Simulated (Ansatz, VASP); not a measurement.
MgO in VASP and in Ansatz

Contents of INCAR:

```
PREC = Accurate
ENCUT = 520
EDIFF = 1E-7
ISMEAR = -1
SIGMA = 0.01
LREAL = False
LASPH = True
NELM = 80
ALGO = Normal
ISIF = 2
LWAVE = False
LCHARG = False
GGA = PE
NBANDS = 11
```

The input KPOINTS:

```
Automatic mesh
0
Gamma
  11 11 11
```

File POSCAR:

```
MgO
1.0
    0.0000000000      2.1770263178      2.1770263178
    2.1770263178      0.0000000000      2.1770263178
    2.1770263178      2.1770263178      0.0000000000
Mg O
1 1
Direct
    0.0000000000      0.0000000000      0.0000000000
    0.5000000000      0.5000000000      0.5000000000
```

Input for Ansatz:

```yaml
crystal:
  lattice:
    - [0.0, 2.1770263178, 2.1770263178]
    - [2.1770263178, 0.0, 2.1770263178]
    - [2.1770263178, 2.1770263178, 0.0]
  atoms:
    - { symbol: Mg, position: [0.0, 0.0, 0.0] }
    - { symbol: O, position: [0.5, 0.5, 0.5] }
kpoints:
  mp_grid: { grid: [11, 11, 11] }
scf:
  occupations: { method: fermi_dirac, width: 0.01 }
hamiltonian:
  xc: pbe
  pseudopotentials: { kind: all_electron, lapw: { basis_error: 0.001 } }
output:
  forces: true
  stress: true
  eigenvalues: true
```

Change from the starting cell: volume scaled by 1.06.

Alike in both runs: task single point; functional PBE; k mesh 11 × 11 × 11; occupations fermi-dirac, width 0.01 eV; no spin polarisation.

|  | VASP | Ansatz |
| --- | --- | --- |
| version | VASP 6.6.1 | Ansatz 0.2.0 |
| potentials or method | VASP PAW PBE potentials, release 64 (Mg, O), cutoff 520 eV | all-electron LAPW, scalar-relativistic |

|  | VASP | Ansatz | Ansatz less VASP |
| --- | --- | --- | --- |
| gap on the k mesh at the Fermi level (eV) | 3.82 | 3.83 | +0.013 |
| pressure (GPa) | -9.8 | -9.0 | +0.79 |

Ansatz ran all-electron here, and VASP with PAW potentials.
